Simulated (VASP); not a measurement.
# RbBr (Fm-3m) in VASP: notebook

Aim: see how the results for RbBr move with the level of theory and the settings. Levels: HSE06, PBE0, r2SCANh. Tasks: single point.

Program: VASP 6.6.1. These are calculated values, not measurements. Logs are shortened: lines on timing, memory, paths and dates and some standing lists are left out, and cuts for length are marked.

## 1. The cell of the first run

It takes space group Fm-3m (No. 225, cubic). Conventional cell: a = 6.922 Å, b = 6.922 Å, c = 6.922 Å, α = 90.00°, β = 90.00°, γ = 90.00°. Within 4.5 Å of Rb (site symmetry m-3m) lie 6 Br at 3.46 Å. Within 4.5 Å of Br (site symmetry m-3m) lie 6 Rb at 3.46 Å.

## 2. Single point, HSE06

POSCAR reads:

```
RbBr
1.0
    0.0000000000      3.4610545825      3.4610545825
    3.4610545825      0.0000000000      3.4610545825
    3.4610545825      3.4610545825      0.0000000000
Rb Br
1 1
Direct
    0.0000000000      0.0000000000      0.0000000000
    0.5000000000      0.5000000000      0.5000000000
```

INCAR.step1 reads:

```
PREC = Accurate ; ENCUT = 520
EDIFF = 1E-5 ; ISMEAR = 0
SIGMA = 0.01 ; LREAL = F
LASPH = T ; NELM = 100
ALGO = Normal ; ISIF = 2
LWAVE = T ; LCHARG = F
NBANDS = 15 ; GGA = PE
```

INCAR.step2 reads:

```
PREC = Accurate ; ENCUT = 520
EDIFF = 1E-7 ; ISMEAR = 0
SIGMA = 0.01 ; LREAL = F
LASPH = T ; NELM = 100
ALGO = Normal ; ISIF = 2
LWAVE = F ; LCHARG = F
GGA = PE ; LHFCALC = T
HFSCREEN = 0.2079 ; PRECFOCK = Normal
NBANDS = 15 ; ISTART = 1
```

KPOINTS reads:

```
regular mesh
0
Gamma
  4 4 4
```

Potentials or basis: VASP PAW PBE potentials, release 64 (Rb_sv, Br).

The run is started by

```sh
cat potpaw_PBE.64/Rb_sv/POTCAR potpaw_PBE.64/Br/POTCAR > POTCAR
cp INCAR.step1 INCAR
mpirun -np 1 vasp_std > vasp.out
cp INCAR.step2 INCAR
mpirun -np 1 vasp_std > vasp.out
```

OUTCAR:

```text
PREC = Accurate
   ENCUT = 520
   EDIFF = 1E-7
   ISMEAR = 0
   LREAL = F
   LASPH = T
   NELM = 100
   ISIF = 2
   GGA = PE
   LHFCALC = T
   HFSCREEN = 0.2079
   PRECFOCK = Normal
   ISTART = 1

 ion  position               nearest neighbor table
   1  0.000  0.000  0.000-   2 3.46   2 3.46   2 3.46   2 3.46   2 3.46   2 3.46
   2  0.500  0.500  0.500-   1 3.46   1 3.46   1 3.46   1 3.46   1 3.46   1 3.46

  LATTYP: Found a face centered cubic cell.
 ALAT       =     6.9221091650

  Lattice vectors:

 A1 = (   0.0000000000,   3.4610545825,   3.4610545825)
 A2 = (   3.4610545825,   0.0000000000,   3.4610545825)
 A3 = (   3.4610545825,   3.4610545825,   0.0000000000)

Analysis of symmetry for initial positions (statically):
=====================================================================
 Subroutine PRICEL returns:
 Original cell was already a primitive cell.

 Routine SETGRP: Setting up the symmetry group for a
 face centered cubic supercell.

 Subroutine GETGRP returns: Found 48 space group operations
 (whereof 48 operations were pure point group operations)
 out of a pool of 48 trial point group operations.

The static configuration has the point symmetry O_h .

Analysis of symmetry for dynamics (positions and initial velocities):
=====================================================================
 Subroutine PRICEL returns:
 Original cell was already a primitive cell.

 Routine SETGRP: Setting up the symmetry group for a
 face centered cubic supercell.

 Subroutine GETGRP returns: Found 48 space group operations
 (whereof 48 operations were pure point group operations)
 out of a pool of 48 trial point group operations.

The dynamic configuration has the point symmetry O_h .

 Subroutine INISYM returns: Found 48 space group operations
 (whereof 48 operations are pure point group operations),
 and found     1 'primitive' translations

----------------------------------------------------------------------------------------

                                     Primitive cell

  volume of cell :      82.9192

  direct lattice vectors                    reciprocal lattice vectors
     0.000000000  3.461054583  3.461054583    -0.144464639  0.144464639  0.144464639
     3.461054583  0.000000000  3.461054583     0.144464639 -0.144464639  0.144464639
     3.461054583  3.461054583  0.000000000     0.144464639  0.144464639 -0.144464639

  length of vectors
     4.894670331  4.894670331  4.894670331     0.250220094  0.250220094  0.250220094

  position of ions in fractional coordinates (direct lattice)
     0.000000000  0.000000000  0.000000000
     0.500000000  0.500000000  0.500000000

  ion indices of the primitive-cell ions
   primitive index   ion index
                 1           1
                 2           2

----------------------------------------------------------------------------------------

 KPOINTS: regular mesh

Automatic generation of k-mesh.
 Grid dimensions read from file:
 generate k-points for:    4    4    4

 Generating k-lattice:

  Cartesian coordinates                     Fractional coordinates (reciprocal lattice)
    -0.036116160  0.036116160  0.036116160     0.250000000  0.000000000  0.000000000
     0.036116160 -0.036116160  0.036116160     0.000000000  0.250000000  0.000000000
     0.036116160  0.036116160 -0.036116160     0.000000000  0.000000000  0.250000000

  Length of vectors
     0.062555024  0.062555024  0.062555024

  Shift w.r.t. Gamma in fractional coordinates (k-lattice)
     0.000000000  0.000000000  0.000000000

 Subroutine IBZKPT returns following result:
 ===========================================

 Found      8 irreducible k-points:

 Following reciprocal coordinates:
            Coordinates               Weight
  0.000000  0.000000  0.000000      1.000000
  0.250000  0.000000  0.000000      8.000000
  0.500000  0.000000  0.000000      4.000000
  0.250000  0.250000  0.000000      6.000000
  0.500000  0.250000  0.000000     24.000000
 -0.250000  0.250000  0.000000     12.000000
  0.500000  0.500000  0.000000      3.000000
 -0.250000  0.500000  0.250000      6.000000
   k-points           NKPTS =      8   k-points in BZ     NKDIM =     64   number of bands    NBANDS=     15
   number of dos      NEDOS =    301   number of ions     NIONS =      2
   total plane-waves  NPLWV =  46656
   dimension x,y,z NGX =    36 NGY =   36 NGZ =   36
   dimension x,y,z NGXF=    72 NGYF=   72 NGZF=   72
   ions per type =               1   1
   NGX,Y,Z   is equivalent  to a cutoff of  12.23, 12.23, 12.23 a.u.
   NGXF,Y,Z  is equivalent  to a cutoff of  24.45, 24.45, 24.45 a.u.
 SYSTEM =  unknown system
   PREC   = accura    normal or accurate (medium, high low for compatibility)
   ISTART =      1    job   : 0-new  1-cont  2-samecut
   ICHARG =      0    charge: 1-file 2-atom 10-const
   ISPIN  =      1    spin polarized calculation?
   LNONCOLLINEAR =      F non collinear calculations
   LSORBIT =      F    spin-orbit coupling
   LASPH  =      T    aspherical Exc in radial PAW
   ENCUT  =  520.0 eV  38.22 Ry    6.18 a.u.   9.10  9.10  9.10*2*pi/ulx,y,z
   NELM   =    100;   NELMIN=  2; NELMDL=  0     # of ELM steps
   EDIFF  = 0.1E-06   stopping-criterion for ELM
   LREAL  =      F    real-space projection
   EDIFFG = 0.1E-05   stopping-criterion for IOM
   NSW    =      0    number of steps for IOM
   IBRION =     -1    ionic relax: 0-MD 1-quasi-New 2-CG
   NFREE  =      0    steps in history (QN), initial steepest desc. (CG)
   ISIF   =      2    stress and relaxation
   ISYM   =      3    0-nonsym 1-usesym 2-fastsym
   POTIM  = 0.5000    time-step for ionic-motion
   TEBEG  =    0.0;   TEEND  =   0.0 temperature during run
   PSTRESS=    0.0 pullay stress
   NELECT =      16.0000    total number of electrons
   NUPDOWN=      -1.0000    fix difference up-down
   EMIN   =  10.00;   EMAX   =-10.00  energy-range for DOS
   EFERMI =   0.00;   METHOD = LEGACY
   ISMEAR =     0;   SIGMA  =   0.01  broadening in eV -4-tet -1-fermi 0-gaus
   EFERMI_NEDOS =   21; number of points for ismear=-14 and -15
   IALGO  =     38    algorithm
   IMIX   =      1    mixing-type and parameters
     AMIX     =   0.40;   BMIX     =  1.00
     AMIX_MAG =   1.60;   BMIX_MAG =  1.00
  volume/ion in A,a.u.               =      41.46       279.78
  Fermi-wavevector in a.u.,A,eV,Ry     =   0.946011  1.787702 12.176365  0.894938
  Thomas-Fermi vector in A             =   2.073968
   LORBIT       =      0    0 simple, 1 ext, 2 COOP (PROOUT), +10 PAW based schemes
   GGA     = PE    functional components
   LHFCALC =     T    Hartree Fock is set to
   PRECFOCK=normal    Normal, Fast or Accurate (Low or Medium for compatibility)
   ENCUT4O =  -1.0   cutoff for four orbital integrals eV
   NKREDX  =     1    reduce k-point grid by
   NKREDY  =     1    reduce k-point grid by
   NKREDZ  =     1    reduce k-point grid by
   AEXX    =    0.2500 exact exchange contribution
   HFSCREEN=    0.2079 screening length (either q_TF or 0.3 A-1)
   HFSCREENC=   0.2079 screening length for correlation (either q_TF or 0.3 A-1)
   ENCUTFOCK=  -1.0 apply spherical cutoff to Coloumb kernel
   IVDW    =     0    specifies the selected vdW correction
   LEPSILON=     F    determine dielectric tensor
   LRPA    =     F    only Hartree local field effects (RPA)
 non-spin polarized calculation
 Gauss-broadening in eV      SIGMA  =   0.01
  energy-cutoff  :      520.00
  volume of cell :       82.92
 maximum number of plane-waves:      2252
  NGX = 28; NGY = 28; NGZ = 28

 number of electron      15.9999997 magnetization

 Free energy of the ion-electron system (eV)
  ---------------------------------------------------
  ext. energy  EPLUGINS =         0.00000000
  ---------------------------------------------------
  free energy    TOTEN  =        -7.07245669 eV

  energy without entropy =       -7.07245669  energy(sigma->0) =       -7.07245669

 E-fermi :  -2.6592     XC(G=0):  -5.9825

 val. band max:       -2.7337874909   @ k =   0.0000   0.0000   0.0000
 cond. band min:       2.7082206773   @ k =   0.0000   0.0000   0.0000
 fundamental gap:      5.4420081683
 Fermi energy:        -2.6591814320

 k-point     1 :       0.0000    0.0000    0.0000
  band No.  band energies     occupation
      1     -28.8893      2.00000
      2     -15.9046      2.00000
      3     -11.8021      2.00000
      4     -11.8021      2.00000
      5     -11.8021      2.00000
      6      -2.7338      2.00000
      7      -2.7338      2.00000
      8      -2.7338      2.00000
      9       2.7082      0.00000
     10       5.7947      0.00000
     11       5.7947      0.00000
     12       5.7947      0.00000
     13       6.7493      0.00000
     14       6.7493      0.00000
     15       9.3055      0.00000

 k-point     2 :       0.2500    0.0000    0.0000
  band No.  band energies     occupation
      1     -28.8849      2.00000
      2     -15.9215      2.00000
      3     -11.8041      2.00000
      4     -11.8041      2.00000
      5     -11.7760      2.00000
      6      -3.2711      2.00000
      7      -2.9103      2.00000
      8      -2.9103      2.00000
      9       3.9588      0.00000
     10       5.6000      0.00000
     11       6.5296      0.00000
     12       6.5296      0.00000
     13       7.6136      0.00000
     14       7.6136      0.00000
     15      10.9388      0.00000

 k-point     3 :       0.5000    0.0000    0.0000
  band No.  band energies     occupation
      1     -28.8804      2.00000
      2     -15.9381      2.00000
      3     -11.8061      2.00000
      4     -11.8061      2.00000
      5     -11.7502      2.00000
      6      -3.7019      2.00000
      7      -3.0748      2.00000
      8      -3.0748      2.00000
      9       5.1425      0.00000
     10       6.1305      0.00000
     11       8.0793      0.00000
     12       8.0793      0.00000
     13       8.6125      0.00000
     14       8.6125      0.00000
     15       9.4460      0.00000

 k-point     4 :       0.2500    0.2500    0.0000
  band No.  band energies     occupation
      1     -28.8835      2.00000
      2     -15.9021      2.00000
      3     -11.8355      2.00000
      4     -11.8355      2.00000
      5     -11.7964      2.00000
      6      -3.3219      2.00000
      7      -2.8350      2.00000
      8      -2.8350      2.00000
      9       4.0791      0.00000
     10       4.7010      0.00000
     11       7.2194      0.00000
     12       7.2947      0.00000
     13       7.2947      0.00000
     14       8.0925      0.00000
     15      10.5824      0.00000

 k-point     5 :       0.5000    0.2500    0.0000
  band No.  band energies     occupation
      1     -28.8792      2.00000
      2     -15.8932      2.00000
      3     -11.8832      2.00000
      4     -11.8382      2.00000
      5     -11.8171      2.00000
      6      -3.3903      2.00000
      7      -3.0823      2.00000
      8      -2.9887      2.00000
      9       4.8792      0.00000
     10       5.7083      0.00000
     11       7.4358      0.00000
     12       7.8673      0.00000
     13       8.2728      0.00000
     14       8.7278      0.00000
     15       9.4825      0.00000

 k-point     6 :      -0.2500    0.2500    0.0000
  band No.  band energies     occupation
      1     -28.8805      2.00000
      2     -15.9129      2.00000
      3     -11.8778      2.00000
      4     -11.8068      2.00000
      5     -11.7693      2.00000
      6      -3.4916      2.00000
      7      -3.0603      2.00000
      8      -2.9853      2.00000
      9       5.1063      0.00000
     10       5.5945      0.00000
     11       7.1846      0.00000
     12       7.2673      0.00000
     13       7.9426      0.00000
     14       9.2295      0.00000
     15       9.5799      0.00000

 k-point     7 :       0.5000    0.5000    0.0000
  band No.  band energies     occupation
      1     -28.8779      2.00000
      2     -15.8468      2.00000
      3     -11.9724      2.00000
      4     -11.8698      2.00000
      5     -11.8698      2.00000
      6      -3.2261      2.00000
      7      -2.9020      2.00000
      8      -2.9020      2.00000
      9       4.0474      0.00000
     10       5.5692      0.00000
     11       7.5376      0.00000
     12       7.8425      0.00000
     13       8.0381      0.00000
     14       9.5026      0.00000
     15       9.5026      0.00000

 k-point     8 :      -0.2500    0.5000    0.2500
  band No.  band energies     occupation
      1     -28.8778      2.00000
      2     -15.8725      2.00000
      3     -11.9208      2.00000
      4     -11.9208      2.00000
      5     -11.7809      2.00000
      6      -3.2146      2.00000
      7      -3.0915      2.00000
      8      -3.0915      2.00000
      9       5.5106      0.00000
     10       5.5106      0.00000
     11       6.7310      0.00000
     12       7.1454      0.00000
     13       9.5126      0.00000
     14       9.5513      0.00000
     15       9.5875      0.00000

------------------------ aborting loop because EDIFF is reached ----------------------------------------

  FORCE on cell =-STRESS in cart. coord.  units (eV):
  Direction    XX          YY          ZZ          XY          YZ          ZX
  --------------------------------------------------------------------------------------
  -------------------------------------------------------------------------------------
  Total        0.1644074      0.1644074      0.1644074     -0.0000000      0.0000000     -0.0000000
  in kB        3.1767022      3.1767022      3.1767022     -0.0000000      0.0000000     -0.0000000
  external PRESSURE =       3.1767022 kB  Pullay stress =       0.0000000 kB

 VOLUME and BASIS-vectors are now :
 -----------------------------------------------------------------------------
  energy-cutoff  :      520.00
  volume of cell :       82.92
      direct lattice vectors                 reciprocal lattice vectors
     0.000000000  3.461054583  3.461054583    -0.144464639  0.144464639  0.144464639
     3.461054583  0.000000000  3.461054583     0.144464639 -0.144464639  0.144464639
     3.461054583  3.461054583  0.000000000     0.144464639  0.144464639 -0.144464639

 POSITION                                       TOTAL-FORCE (eV/Angst)
 -----------------------------------------------------------------------------------
      0.00000      0.00000      0.00000        -0.000000      0.000000     -0.000000
      3.46105      3.46105      3.46105         0.000000     -0.000000      0.000000
 -----------------------------------------------------------------------------------
    total drift:                               -0.000000     -0.000000     -0.000000

  FREE ENERGIE OF THE ION-ELECTRON SYSTEM (eV)
  ---------------------------------------------------
  free  energy   TOTEN  =        -7.0724566914 eV

  energy  without entropy=       -7.0724566914  energy(sigma->0) =       -7.07245669
```

Run time: 15 min. Hardware: 1 thread of Oxide Virtual Turin-like, shared host; peak memory 0.29 GiB.

What came out:

```
Free energy            : -7.0725 eV
Pressure               : 0.3 GPa
Band gap on the k mesh : 5.44 eV
```

Levels at points of the mesh, in eV from the valence-band top:
| k point | band 4 | band 5 | band 6 | band 7 | band 8 | band 9 | band 10 | band 11 | band 12 | band 13 |
| --- | --- | --- | --- | --- | --- | --- | --- | --- | --- | --- |
| (0.00, 0.00, 0.00) | -9.07 | -9.07 | 0.00 | 0.00 | 0.00 | 5.44 | 8.53 | 8.53 | 8.53 | 9.48 |
| (0.50, 0.00, 0.00) | -9.07 | -9.02 | -0.97 | -0.34 | -0.34 | 7.88 | 8.86 | 10.81 | 10.81 | 11.35 |
| (0.50, 0.50, 0.00) | -9.14 | -9.14 | -0.49 | -0.17 | -0.17 | 6.78 | 8.30 | 10.27 | 10.58 | 10.77 |

Caveat: the PAW data sets were made with another functional, which shifts forces and pressure a little.

## 3. Single point, PBE0

POSCAR is that of step 2.

INCAR.step1 reads:

```
PREC = Accurate
ENCUT = 520
EDIFF = 1E-5
ISMEAR = 0
SIGMA = 0.01
LREAL = F
LASPH = T
NELM = 60
ALGO = Normal
ISIF = 2
LWAVE = T
LCHARG = F
NBANDS = 15
GGA = PE
```

INCAR.step2 reads:

```
PREC = Accurate
ENCUT = 520
EDIFF = 1E-6
ISMEAR = 0
SIGMA = 0.01
LREAL = F
LASPH = T
NELM = 60
ALGO = Normal
ISIF = 2
LWAVE = F
LCHARG = F
GGA = PE
LHFCALC = T
AEXX = 0.25
PRECFOCK = Normal
NBANDS = 15
ISTART = 1
```

KPOINTS is that of step 2.

Potentials or basis: VASP PAW PBE potentials, release 64 (Rb_sv, Br).

The run is started by

```sh
cat potpaw_PBE.64/Rb_sv/POTCAR potpaw_PBE.64/Br/POTCAR > POTCAR
cp INCAR.step1 INCAR
mpirun -np 1 vasp_std > vasp.out
cp INCAR.step2 INCAR
mpirun -np 1 vasp_std > vasp.out
```

Wall time 9.2 min (1 thread of Oxide Virtual Turin-like, shared host); peak memory 0.18 GiB.

Results (log left out):

```
Free energy            : -7.5911 eV
Pressure               : 0.3 GPa
Band gap on the k mesh : 6.17 eV
```

Levels at points of the mesh, in eV from the valence-band top:
| k point | band 5 | band 6 | band 7 | band 8 | band 9 | band 10 | band 11 | band 12 |
| --- | --- | --- | --- | --- | --- | --- | --- | --- |
| (0.00, 0.00, 0.00) | -9.08 | 0.00 | 0.00 | 0.00 | 6.17 | 9.30 | 9.30 | 9.30 |
| (0.50, 0.00, 0.00) | -9.03 | -0.99 | -0.35 | -0.35 | 8.62 | 9.63 | 11.59 | 11.59 |
| (0.50, 0.50, 0.00) | -9.15 | -0.51 | -0.17 | -0.17 | 7.53 | 9.06 | 11.02 | 11.35 |

Caveat: the PAW data sets were made with another functional, which shifts forces and pressure a little.

## 4. Single point, r2SCANh

POSCAR is that of step 3.

INCAR.step1 reads:

```
ALGO = Normal
EDIFF = 1E-5
ENCUT = 520
GGA = PE
ISIF = 2
ISMEAR = 0
LASPH = True
LCHARG = False
LREAL = False
LWAVE = True
NBANDS = 15
NELM = 80
PREC = Accurate
SIGMA = 0.01
```

INCAR.step2 reads:

```
AEXX = 0.1
ALGO = Normal
EDIFF = 1E-6
ENCUT = 520
ISIF = 2
ISMEAR = 0
ISTART = 1
LASPH = True
LCHARG = False
LHFCALC = True
LMIXTAU = True
LREAL = False
LWAVE = False
METAGGA = R2SCAN
NBANDS = 15
NELM = 80
PREC = Accurate
PRECFOCK = Normal
SIGMA = 0.01
```

KPOINTS reads:

```
k-points
0
Gamma
  4 4 4
```

The run is started by

```sh
cat potpaw_PBE.64/Rb_sv/POTCAR potpaw_PBE.64/Br/POTCAR > POTCAR
cp INCAR.step1 INCAR
mpirun -np 1 vasp_std > vasp.out
cp INCAR.step2 INCAR
mpirun -np 1 vasp_std > vasp.out
```

Run time: 16 min. Hardware: 1 thread of Oxide Virtual Turin-like, shared host; peak memory 0.2 GiB.

The run converged. Its results:

| Item | Value |
| --- | --- |
| Free energy | -29.3138 eV |
| Pressure | 0.0 GPa |
| Band gap on the k mesh | 5.52 eV |

Levels at points of the mesh, in eV from the valence-band top:
| k point | band 4 | band 5 | band 6 | band 7 | band 8 | band 9 | band 10 | band 11 | band 12 | band 13 |
| --- | --- | --- | --- | --- | --- | --- | --- | --- | --- | --- |
| (0.00, 0.00, 0.00) | -8.93 | -8.93 | 0.00 | 0.00 | 0.00 | 5.52 | 8.58 | 8.58 | 8.58 | 9.65 |
| (0.50, 0.00, 0.00) | -8.93 | -8.88 | -0.95 | -0.33 | -0.33 | 7.87 | 8.87 | 10.89 | 10.89 | 11.46 |
| (0.50, 0.50, 0.00) | -8.99 | -8.99 | -0.49 | -0.17 | -0.17 | 6.76 | 8.51 | 10.25 | 10.76 | 10.98 |

Caveat: the PAW data sets were made with another functional, which shifts forces and pressure a little.

## 5. The runs side by side

| level | share of exact exchange | screening parameter | gap on the mesh (eV) | pressure (GPa) |
| --- | --- | --- | --- | --- |
| HSE06 | 0.25 | 0.2079 1/Å | 5.44 | 0.3 |
| PBE0 | 0.25 | - | 6.17 | 0.3 |
| r2SCANh | 0.1 | - | 5.52 | 0.0 |

Alike in all rows: task single point; potentials or basis VASP PAW PBE potentials, release 64 (Rb_sv, Br); no spin polarisation; cell as given; k mesh 4 × 4 × 4; cutoff (eV) 520; smearing gaussian 0.01 eV.

On the cell as given the gap runs from 5.44 eV (HSE06) to 6.17 eV (PBE0). The pressure there spans 0.0 GPa (r2SCANh) to 0.3 GPa (HSE06); a positive pressure means that this level wants a larger cell, a negative one a smaller.

Caveats: the PAW data sets were made with another functional, which shifts forces and pressure a little.

Absolute energies hang on the potentials; compare differences alone.
